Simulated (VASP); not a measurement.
Crystal: K.

```
CELL_PARAMETERS angstrom
2.43796 -4.04761 0.00000
2.43796 4.04761 0.00000
0.00000 0.00000 7.81180
ATOMIC_POSITIONS crystal
K 0.82061 0.17939 0.25000
K 0.17939 0.82061 0.75000
```

- Program: VASP 6.6.1
- Task: relaxation of cell and atoms
- Functional: PBEsol
- Potentials or basis: VASP PAW PBE potentials, release 64 (K_sv)
- Cutoff: 600 eV
- k mesh: 10 × 10 × 6
- Occupations: gaussian, width 0.1 eV
- Spin: no spin polarisation

At the start: pressure -0.3 GPa; volume 77.09 Å³/atom.

Where does the relaxation end?

Over 7 steps the energy falls by 5.2 meV/atom and the volume is 71.21 Å³/atom (-7.6 %); space group Cmcm (No. 63, to 0.1 Å) before and after.

Step by step:
```tsv
step	energy change (eV)	largest force (eV/Å)	pressure (GPa)	volume (Å³)
1	0.0000	0.0020	-0.26	154.17
2	-0.0040	0.0021	-0.21	151.44
3	-0.0102	0.0028	-0.03	143.44
4	-0.0103	0.0029	0.00	142.15
5	-0.0103	0.0029	-0.01	142.38
6	-0.0103	0.0036	0.00	142.40
7	-0.0104	0.0040	0.00	142.42
```

Final structure:
```
K
1.0
     2.36962   -3.97370    0.00000
     2.36962    3.97370    0.00000
     0.00000    0.00000    7.56279
K
2
Cartesian
  2.3696 -2.5494 1.8907
  2.3696 2.5494 5.6721
```

Caveat: the PAW data sets were made with another functional, which shifts forces and pressure a little.
